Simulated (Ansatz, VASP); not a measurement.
Two plane-wave programs on AlNi

INCAR

```
ALGO = Fast ; EDIFF = 1E-7
ENCUT = 520 ; GGA = PE
ISIF = 2 ; ISMEAR = 0
LASPH = T ; LCHARG = F
LREAL = F ; LWAVE = F
NBANDS = 14 ; NELM = 60
PREC = Accurate ; SIGMA = 0.15
```

Contents of KPOINTS:

```
k-points
0
Gamma
  16 16 16
```

POSCAR

```
AlNi
1.0
    2.8927237805      0.0000000000      0.0000000000
    0.0000000000      2.8927237805      0.0000000000
    0.0000000000      0.0000000000      2.8927237805
Al Ni
1 1
Direct
   -0.0345694949     -0.0069138990      0.0000000000
    0.5158917043      0.5031783409      0.5000000000
```

Input for Ansatz:

```yaml
crystal:
  lattice:
    - [2.8927237805, 0.0, 0.0]
    - [0.0, 2.8927237805, 0.0]
    - [0.0, 0.0, 2.8927237805]
  atoms:
    - { symbol: Al, position: [-0.0345694949, -0.006913899, 0.0] }
    - { symbol: Ni, position: [0.5158917043, 0.5031783409, 0.5] }
basis:
  ecutwfc: 520.0
kpoints:
  mp_grid: { grid: [16, 16, 16] }
hamiltonian:
  xc: pbe
  pseudopotentials: { kind: paw, azcp: { folder: soft_1 } }
scf:
  occupations: { method: gaussian, width: 0.15 }
output:
  forces: true
  stress: true
  eigenvalues: true
```

Change from the starting cell: mode 4 frozen in at -0.100 Å and mode 5 at -0.020 Å (largest displacements).

Alike in both runs: task single point; functional PBE; k mesh 16 × 16 × 16; occupations gaussian, width 0.15 eV; no spin polarisation.

```csv
,VASP,Ansatz
version,VASP 6.6.1,Ansatz 0.2.0
potentials or method,"VASP PAW PBE potentials, release 64 (Al, Ni), cutoff 520 eV","scalar-relativistic, plane waves, PAW"
valence electrons in the cell,13,21
```

Ansatz gave:

```
gap on the k mesh at the Fermi level (eV)                     : none
pressure (GPa)                                                : 1.4
traceless stress, the component that is largest in VASP (GPa) : -0.65
rms of the force components (eV/Å)                            : 0.490
```

Q: Estimate VASP's values.

A: gap on the k mesh at the Fermi level (eV): none; pressure (GPa): 1.5; traceless stress, the component that is largest in VASP (GPa): -0.66; rms of the force components (eV/Å): 0.493.

Atom by atom the forces differ by 0.003 eV/Å (rms over components). A gap of «none» marks a metal or a gap that the smearing closes. VASP's potentials hold 13 valence electrons a cell and Ansatz's 21, so a difference there can come from the potentials and not from the codes.
